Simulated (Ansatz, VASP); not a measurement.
## SiO2: VASP beside Ansatz

File INCAR:

```
PREC = Accurate
ENCUT = 520
EDIFF = 1E-6
ISMEAR = 0
SIGMA = 0.05
LREAL = False
LASPH = True
NELM = 80
ALGO = Normal
ISIF = 2
LWAVE = False
LCHARG = False
GGA = PE
NBANDS = 25
```

KPOINTS

```
Automatic mesh
0
Gamma
  6 6 6
```

Contents of POSCAR:

```
SiO2
1.0
   -2.5133692696      2.5133692696      3.6893906705
    2.5133692696     -2.5133692696      3.6893906705
    2.5133692696      2.5133692696     -3.6893906705
Si O
2 4
Direct
    0.0000000000      0.0000000000      0.0000000000
    0.7500000000      0.2500000000      0.5000000000
    0.9670112602      0.6250000000      0.8420112602
    0.3750000000      0.2170112602      0.3420112602
    0.7829887398      0.1250000000      0.1579887398
    0.8750000000      0.0329887398      0.6579887398
```

Input for Ansatz:

```yaml
crystal:
  lattice:
    - [-2.5133693064, 2.5133693064, 3.6893905427]
    - [2.5133693064, -2.5133693064, 3.6893905427]
    - [2.5133693064, 2.5133693064, -3.6893905427]
  atoms:
    - { symbol: Si, position: [0.0, 0.0, 0.0] }
    - { symbol: Si, position: [0.75, 0.25, 0.5] }
    - { symbol: O, position: [0.9670112748, 0.625, 0.8420112748] }
    - { symbol: O, position: [0.375, 0.2170112748, 0.3420112748] }
    - { symbol: O, position: [0.7829887252, 0.125, 0.1579887252] }
    - { symbol: O, position: [0.875, 0.0329887252, 0.6579887252] }
basis:
  ecutwfc: 420
kpoints:
  mp_grid: { grid: [6, 6, 6] }
hamiltonian:
  xc: pbe
scf:
  occupations: { method: gaussian, width: 0.05 }
output:
  forces: true
  stress: true
  eigenvalues: true
```

Alike in both runs: task single point; functional PBE; k mesh 6 × 6 × 6; occupations gaussian, width 0.05 eV; no spin polarisation.

|  | VASP | Ansatz |
| --- | --- | --- |
| version | VASP 6.6.1 | Ansatz 0.2.0 |
| potentials or method | VASP PAW PBE potentials, release 64 (Si, O), cutoff 520 eV | scalar-relativistic, plane waves, PAW |
| valence electrons in the cell | 32 | 32 |

Ansatz gave:

```
gap on the k mesh at the Fermi level (eV) : 5.73
least direct gap on the mesh (eV)         : 5.73
pressure (GPa)                            : 0.0
```

Problem. What did VASP give for the same quantities?

Solution. gap on the k mesh at the Fermi level (eV): 5.73; least direct gap on the mesh (eV): 5.73; pressure (GPa): 0.1.

The functional is the same, so the differences come from potentials, cutoffs and numerics.
